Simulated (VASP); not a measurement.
A run of VASP 6.6.1 is set up as follows.

The input INCAR:

```
SYSTEM = BN
PREC = Accurate ; ENCUT = 520
EDIFF = 1E-6 ; ISMEAR = 0
SIGMA = 0.02 ; LREAL = .FALSE.
LASPH = .TRUE. ; NELM = 80
ALGO = Normal ; ISIF = 2
LWAVE = .FALSE. ; LCHARG = .FALSE.
GGA = PE ; IVDW = 12
NBANDS = 11
```

KPOINTS

```
regular mesh
0
G
  12 12 12
  0 0 0
```

POSCAR

```
BN
1.0
    1.2530563199      0.7234524036      3.2939237328
   -1.2530563199      0.7234524036      3.2939237328
    0.0000000000     -1.4469048072      3.2939237328
B N
1 1
Direct
    0.9996973421      0.9996973421      0.9996973421
    0.3327356579      0.3327356579      0.3327356579
```

Potentials or basis: VASP PAW PBE potentials, release 64 (B, N).

The run is started by

```bash
$ cat potpaw_PBE.64/B/POTCAR potpaw_PBE.64/N/POTCAR > POTCAR
$ mpirun -np 1 vasp_std > vasp.out
```

Predict the band gap on the k mesh.

4.23 eV, indirect (least direct gap 4.69 eV).

What does it give for the pressure?

0.1 GPa.

Predict the dispersion energy per atom.

-0.142 eV.

Stress tensor (GPa, compression positive):
```
 0.19  0.00  0.00
 0.00  0.19  0.00
 0.00  0.00 -0.13
```

A k mesh can miss the band edges. Expect the measured gap to be larger: semilocal functionals such as PBE lack the derivative discontinuity.
